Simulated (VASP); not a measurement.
C, 8 atoms in the cell. It takes space group Fmmm (No. 69, orthorhombic). Conventional cell: a = 2.446 Å, b = 4.233 Å, c = 6.533 Å, α = 90.00°, β = 90.00°, γ = 90.00°. Within 1.9 Å of C (site symmetry m2m) lie 3 C at 1.41 Å.  This cell differs from its parent crystal: strain along c alone, the other axes held: -3.0 %.

* Program: VASP 6.6.1
* Task: relaxation of the atoms
* Functional: LDA
* Potentials or basis: VASP PAW LDA potentials, release 64 (C)
* Cutoff: 520 eV
* k mesh: 14 × 8 × 6
* Occupations: gaussian, width 0.1 eV
* Spin: no spin polarisation
* Dipole correction: no
* Further INCAR settings: ALGO = Normal; EDIFF = 1e-07; IBRION = 2; EDIFFG = -0.008; NSW = 60

Potentials or basis: VASP PAW LDA potentials, release 64 (C).

Launch:

```console
$ cat potpaw_LDA.64/C/POTCAR > POTCAR
$ mpirun -np 4 vasp_std > vasp.out
```

Hardware: 4 MPI ranks on Intel(R) Xeon(R) Platinum 8259CL CPU @ 2.50GHz (Skylake/Cascade Lake) (shared host).

How long does it take, and how much memory?

It took 42 s on 4 MPI ranks on Intel(R) Xeon(R) Platinum 8259CL CPU @ 2.50GHz (Skylake/Cascade Lake), on a shared host, peak memory 0.25 GiB a rank. Counts: scf iterations 13, k points 160, ion steps 1.
